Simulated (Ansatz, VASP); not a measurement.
## One calculation of RbBr, two programs

The input INCAR:

```
SYSTEM = RbBr
PREC = Accurate
ENCUT = 520
EDIFF = 1E-7
ISMEAR = 0
SIGMA = 0.05
LREAL = .False.
LASPH = .True.
NELM = 100
ALGO = Normal
ISIF = 2
LWAVE = .False.
LCHARG = .True.
GGA = PS
LELF = .True.
LVHAR = .True.
NBANDS = 15
```

Contents of KPOINTS:

```
Automatic mesh
0
Gamma
  6 6 6
  0 0 0
```

Contents of POSCAR:

```
RbBr
1.0
    3.9197734350      0.0000000000      0.0000000000
    0.0000000000      3.9197734350      0.0000000000
    0.0000000000      0.0000000000      4.3323811650
Rb Br
1 1
Direct
    0.0000000000      0.0000000000      0.0000000000
    0.5000000000      0.5000000000      0.5000000000
```

Input for Ansatz:

```yaml
crystal:
  lattice:
    - [3.919773435, 0.0, 0.0]
    - [0.0, 3.919773435, 0.0]
    - [0.0, 0.0, 4.332381165]
  atoms:
    - { symbol: Rb, position: [0.0, 0.0, 0.0] }
    - { symbol: Br, position: [0.5, 0.5, 0.5] }
basis:
  ecutwfc: 420
kpoints:
  mp_grid: { grid: [6, 6, 6] }
hamiltonian:
  xc: pbesol
scf:
  occupations: { method: gaussian, width: 0.05 }
output:
  forces: true
  stress: true
  eigenvalues: true
```

Change from the starting cell: strain -0.050 along x and y, +0.050 along z, atoms carried along.

Alike in both runs: task single point; functional PBEsol; k mesh 6 × 6 × 6; occupations gaussian, width 0.05 eV; no spin polarisation.

|  | VASP | Ansatz |
| --- | --- | --- |
| version | VASP 6.6.1 | Ansatz 0.2.0 |
| potentials or method | VASP PAW PBE potentials, release 64 (Rb_sv, Br), cutoff 520 eV | scalar-relativistic, plane waves, PAW |
| valence electrons in the cell | 16 | 16 |

Ansatz gave:

| Property | Result |
| --- | --- |
| gap on the k mesh at the Fermi level (eV) | 3.77 |
| least direct gap on the mesh (eV) | 3.92 |
| pressure (GPa) | 0.3 |
| traceless stress, the component that is largest in VASP (GPa) | -2.06 |

Problem. Which values does VASP return?

Solution. gap on the k mesh at the Fermi level (eV): 3.76; least direct gap on the mesh (eV): 3.92; pressure (GPa): 0.3; traceless stress, the component that is largest in VASP (GPa): -2.06.

VASP's potentials were made for PBE, not for PBEsol.
